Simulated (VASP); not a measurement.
# BN (Fm-3m) in VASP: G0W0 quasiparticle levels with HSE06

Aim: the G0W0 quasiparticle levels of BN with HSE06.

Everything below comes from runs of VASP 6.6.1. Logs are shortened: lines on timing, memory, paths and dates and some standing lists are left out, and cuts for length are marked.

### Step 1. The cell of the first run

It takes space group Fm-3m (No. 225, cubic). The conventional cell has a = 3.492 Å, b = 3.492 Å, c = 3.492 Å, α = 90.00°, β = 90.00°, γ = 90.00°. Within 2.3 Å of B (site symmetry m-3m) lie 6 N at 1.75 Å. Within 2.3 Å of N (site symmetry m-3m) lie 6 B at 1.75 Å.

### Step 2. G0W0 quasiparticle levels, HSE06

File POSCAR:

```
BN
1.0
    0.0000000000      1.7458259400      1.7458259400
    1.7458259400      0.0000000000      1.7458259400
    1.7458259400      1.7458259400      0.0000000000
B N
1 1
Direct
    0.0000000000      0.0000000000      0.0000000000
    0.5000000000      0.5000000000      0.5000000000
```

File INCAR.step1:

```
SYSTEM = BN
ALGO = Normal
EDIFF = 1E-5
ENCUT = 500
GGA = PE
ISIF = 2
ISMEAR = 0
LASPH = .TRUE.
LCHARG = .FALSE.
LREAL = .FALSE.
LWAVE = .TRUE.
NELM = 80
PREC = Accurate
SIGMA = 0.02
```

File INCAR.step2:

```
SYSTEM = BN
ALGO = Normal
EDIFF = 1E-8
ENCUT = 500
GGA = PE
HFSCREEN = 0.2
ISMEAR = 0
ISTART = 1
LASPH = .TRUE.
LCHARG = .FALSE.
LHFCALC = .TRUE.
LREAL = .FALSE.
LWAVE = .TRUE.
NELM = 80
PREC = Accurate
PRECFOCK = Normal
SIGMA = 0.01
```

File INCAR.step3:

```
SYSTEM = BN
ALGO = Exact
EDIFF = 1E-8
ENCUT = 500
GGA = PE
HFSCREEN = 0.2
ISMEAR = 0
ISTART = 1
LASPH = .TRUE.
LCHARG = .FALSE.
LHFCALC = .TRUE.
LOPTICS = .TRUE.
LREAL = .FALSE.
LWAVE = .TRUE.
NBANDS = 62
NELM = 1
PREC = Accurate
PRECFOCK = Normal
SIGMA = 0.01
```

File INCAR.step4:

```
SYSTEM = BN
ALGO = EVGW0
EDIFF = 1E-8
ENCUT = 500
ENCUTGW = 180.0
GGA = PE
HFSCREEN = 0.2
ISMEAR = 0
ISTART = 1
LASPH = .TRUE.
LCHARG = .FALSE.
LHFCALC = .TRUE.
LREAL = .FALSE.
LWAVE = .FALSE.
NBANDS = 62
NBANDSGW = 12
NELMGW = 1
NOMEGA = 48
PREC = Accurate
PRECFOCK = Fast
SIGMA = 0.01
```

File KPOINTS:

```
k-points
0
G
  8 8 8
  0 0 0
```

Potentials or basis: VASP PAW PBE potentials, release 64 (B_GW, N_GW).

Command:

```
cat potpaw_PBE.64/B_GW/POTCAR potpaw_PBE.64/N_GW/POTCAR > POTCAR
cp INCAR.step1 INCAR
mpirun -np 1 vasp_std > vasp.out
cp INCAR.step2 INCAR
mpirun -np 1 vasp_std > vasp.out
cp INCAR.step3 INCAR
mpirun -np 1 vasp_std > vasp.out
cp INCAR.step4 INCAR
mpirun -np 1 vasp_std > vasp.out
```

OUTCAR:

```text
SYSTEM = BN
   EDIFF = 1E-8
   ENCUT = 500
   ENCUTGW = 180.0
   GGA = PE
   HFSCREEN = 0.2
   ISMEAR = 0
   ISTART = 1
   LASPH = .TRUE.
   LHFCALC = .TRUE.
   LREAL = .FALSE.
   NELMGW = 1
   PREC = Accurate
   PRECFOCK = Fast

 ion  position               nearest neighbor table
   1  0.000  0.000  0.000-   2 1.75   2 1.75   2 1.75   2 1.75   2 1.75   2 1.75
   2  0.500  0.500  0.500-   1 1.75   1 1.75   1 1.75   1 1.75   1 1.75   1 1.75

  LATTYP: Found a face centered cubic cell.
 ALAT       =     3.4916518800

  Lattice vectors:

 A1 = (   0.0000000000,   1.7458259400,   1.7458259400)
 A2 = (   1.7458259400,   0.0000000000,   1.7458259400)
 A3 = (   1.7458259400,   1.7458259400,   0.0000000000)

Analysis of symmetry for initial positions (statically):
=====================================================================
 Subroutine PRICEL returns:
 Original cell was already a primitive cell.

 Routine SETGRP: Setting up the symmetry group for a
 face centered cubic supercell.

 Subroutine GETGRP returns: Found 48 space group operations
 (whereof 48 operations were pure point group operations)
 out of a pool of 48 trial point group operations.

The static configuration has the point symmetry O_h .

Analysis of symmetry for dynamics (positions and initial velocities):
=====================================================================
 Subroutine PRICEL returns:
 Original cell was already a primitive cell.

 Routine SETGRP: Setting up the symmetry group for a
 face centered cubic supercell.

 Subroutine GETGRP returns: Found 48 space group operations
 (whereof 48 operations were pure point group operations)
 out of a pool of 48 trial point group operations.

The dynamic configuration has the point symmetry O_h .

 Subroutine INISYM returns: Found 48 space group operations
 (whereof 48 operations are pure point group operations),
 and found     1 'primitive' translations

[... 92 lines left out ...]
   ENCUT  =  500.0 eV  36.75 Ry    6.06 a.u.   4.50  4.50  4.50*2*pi/ulx,y,z
   NELM   =     60;   NELMIN=  2; NELMDL=  0     # of ELM steps
   EDIFF  = 0.1E-07   stopping-criterion for ELM
   LREAL  =      F    real-space projection
   EDIFFG = 0.1E-06   stopping-criterion for IOM
   NSW    =      0    number of steps for IOM
   IBRION =     -1    ionic relax: 0-MD 1-quasi-New 2-CG
   NFREE  =      0    steps in history (QN), initial steepest desc. (CG)
   ISIF   =      0    stress and relaxation
   ISYM   =      3    0-nonsym 1-usesym 2-fastsym
   POTIM  = 0.5000    time-step for ionic-motion
   TEBEG  =    0.0;   TEEND  =   0.0 temperature during run
   PSTRESS=    0.0 pullay stress
   NELECT =       8.0000    total number of electrons
   NUPDOWN=      -1.0000    fix difference up-down
   EMIN   =  10.00;   EMAX   =-10.00  energy-range for DOS
   EFERMI =   0.00;   METHOD = LEGACY
   ISMEAR =     0;   SIGMA  =   0.01  broadening in eV -4-tet -1-fermi 0-gaus
   EFERMI_NEDOS =   21; number of points for ismear=-14 and -15
   IALGO  =     38    algorithm
   IMIX   =      1    mixing-type and parameters
     AMIX     =   0.40;   BMIX     =  1.00
     AMIX_MAG =   1.60;   BMIX_MAG =  1.00
  volume/ion in A,a.u.               =       5.32        35.91
  Fermi-wavevector in a.u.,A,eV,Ry     =   1.488540  2.812933 30.147133  2.215752
  Thomas-Fermi vector in A             =   2.601562
   LORBIT       =      0    0 simple, 1 ext, 2 COOP (PROOUT), +10 PAW based schemes
   GGA     = PE    functional components
   LHFCALC =     T    Hartree Fock is set to
   PRECFOCK=fast      Normal, Fast or Accurate (Low or Medium for compatibility)
   ENCUT4O =  -1.0   cutoff for four orbital integrals eV
   NKREDX  =     1    reduce k-point grid by
   NKREDY  =     1    reduce k-point grid by
   NKREDZ  =     1    reduce k-point grid by
   AEXX    =    1.0000 exact exchange contribution
   HFSCREEN=    0.0000 screening length (either q_TF or 0.3 A-1)
   HFSCREENC=   0.2000 screening length for correlation (either q_TF or 0.3 A-1)
   ENCUTFOCK=  -1.0 apply spherical cutoff to Coloumb kernel
   IVDW    =     0    specifies the selected vdW correction
   LEPSILON=     F    determine dielectric tensor
   LRPA    =     F    only Hartree local field effects (RPA)
   LRPAFORCE           =     F    calculate RPA forces
   ENCUTGW             = 180.0    cutoff for response function in eV
   ENCUTGWSOFT         = 144.0    soft cutoff for Coulomb kernel in GW response function in eV
   ENCUTLF             =  -1.0    cutoff for local field effects
   NELMGW              =     1    number of iterations in solving QP/BSE equation
   NELMHF              =     1    number of iterations in the inner HF iteration
   NKREDLFX            =     1    NKREDLFY  =   1   NKREDLFZ  =   1
 non-spin polarized calculation
 Gauss-broadening in eV      SIGMA  =   0.01
  energy-cutoff  :      500.00
  volume of cell :       10.64
 maximum number of plane-waves:       290
 NGX is ok and might be reduce to    18
  NGX = 12; NGY = 12; NGZ = 12
 maximum number of plane-waves:        64

 QP shifts <psi_nk| G(iteration)W_0 |psi_nk>: iteration 1
 for sc-GW calculations column KS-energies equals QP-energies in previous step
 and V_xc(KS)=  KS-energies - (<T + V_ion + V_H > + <T+V_H+V_ion>^1  + <V_x>^1)

 k-point   1 :       0.0000    0.0000    0.0000
  band No.  KS-energies  QP-energies   sigma(KS)   V_xc(KS)     V^pw_x(r,r')   Z            occupation Imag(sigma)

      1     -14.8059     -14.3837     -17.6410     -18.1841     -26.5117       0.7774       2.0000       1.8989
      2       8.8236       8.9703     -18.2450     -18.4251     -21.0229       0.8145       2.0000       0.1216
      3       8.8236       8.9703     -18.2450     -18.4251     -21.0229       0.8145       2.0000       0.1216
      4       8.8236       8.9703     -18.2450     -18.4251     -21.0229       0.8145       2.0000       0.1216
      5      20.7576      20.7735     -15.7798     -15.7997      -9.4871       0.7962       0.0000      -0.2126
      6      23.9908      23.9469     -13.1796     -13.1234      -5.5057       0.7811       0.0000      -0.3906
      7      23.9908      23.9469     -13.1796     -13.1234      -5.5057       0.7811       0.0000      -0.3906
      8      23.9908      23.9469     -13.1796     -13.1234      -5.5057       0.7811       0.0000      -0.3906
      9      29.9435      29.9381     -12.0614     -12.0550      -5.9848       0.8425       0.0000      -0.3038
     10      29.9435      29.9381     -12.0614     -12.0550      -5.9848       0.8425       0.0000      -0.3038
     11      29.9435      29.9381     -12.0614     -12.0550      -5.9848       0.8425       0.0000      -0.3038
     12      35.6705      35.4267     -10.2689      -9.9734      -3.0103       0.8250       0.0000      -0.5084
[... 356 lines left out ...]
      1      -8.0510      -7.5907     -18.4944     -19.0829     -26.1835       0.7821       2.0000       1.1768
      2      -2.8313      -2.6283     -16.2604     -16.5208     -21.6591       0.7791       2.0000       0.5012
      3       3.8207       3.9266     -17.3377     -17.4703     -20.9933       0.7986       2.0000       0.1895
      4       6.0536       6.1122     -17.1595     -17.2318     -19.9901       0.8123       2.0000       0.1308
      5      17.3567      17.5180     -14.3075     -14.5054      -9.0884       0.8152       0.0000      -0.1346
      6      18.0376      18.1790     -12.8536     -13.0268      -7.0514       0.8163       0.0000      -0.1541
      7      23.2936      23.4968     -14.8901     -15.1459      -8.2307       0.7943       0.0000      -0.2524
      8      26.8529      26.8198     -15.4732     -15.4302      -7.4139       0.7698       0.0000      -0.5332
      9      32.6461      32.4585     -11.8297     -11.6013      -4.4937       0.8212       0.0000      -0.6288
     10      34.5235      34.2839     -11.8225     -11.5288      -4.1429       0.8161       0.0000      -0.8000
     11      44.6174      44.3445     -12.1175     -11.7914      -3.9786       0.8370       0.0000      -1.4295
     12      46.2152      46.1417     -11.9206     -11.8333      -3.9954       0.8409       0.0000      -1.3661

 [... further k-points ...]
```

OUTCAR.step1:

```text
SYSTEM = BN
   EDIFF = 1E-5
   ENCUT = 500
   GGA = PE
   ISIF = 2
   ISMEAR = 0
[... 487 lines left out ...]
      0.00000      0.00000      0.00000        -0.000000     -0.000000      0.000000
      1.74583      1.74583      1.74583         0.000000      0.000000     -0.000000
 -----------------------------------------------------------------------------------
    total drift:                               -0.000000     -0.000000     -0.000000

  FREE ENERGIE OF THE ION-ELECTRON SYSTEM (eV)
  ---------------------------------------------------
  free  energy   TOTEN  =       -13.9476606928 eV

  energy  without entropy=      -13.9476606928  energy(sigma->0) =      -13.94766069
```

OUTCAR.step2:

```text
SYSTEM = BN
   EDIFF = 1E-8
   ENCUT = 500
   GGA = PE
   HFSCREEN = 0.2
   ISMEAR = 0
[... 490 lines left out ...]
      0.00000      0.00000      0.00000        -0.000000     -0.000000     -0.000000
      1.74583      1.74583      1.74583         0.000000      0.000000      0.000000
 -----------------------------------------------------------------------------------
    total drift:                                0.000000      0.000000      0.000000

  FREE ENERGIE OF THE ION-ELECTRON SYSTEM (eV)
  ---------------------------------------------------
  free  energy   TOTEN  =       -16.6284079647 eV

  energy  without entropy=      -16.6284079647  energy(sigma->0) =      -16.62840796
```

Wall time 28 min (1 thread of Intel Xeon Platinum 8488C (Sapphire Rapids), shared host); peak memory 0.54 GiB.

What came out:

- Quasiparticle gap: 2.19 eV
- Least direct quasiparticle gap: 7.30 eV
- Band gap of the starting levels on the mesh: 2.33 eV
- Least direct gap of the starting levels on the mesh: 7.26 eV

Caveat: the k points lie up to 0.39 Å⁻¹ apart; bands, screening cutoff and mesh are small and nothing is extrapolated, so the quasiparticle values aren't converged.
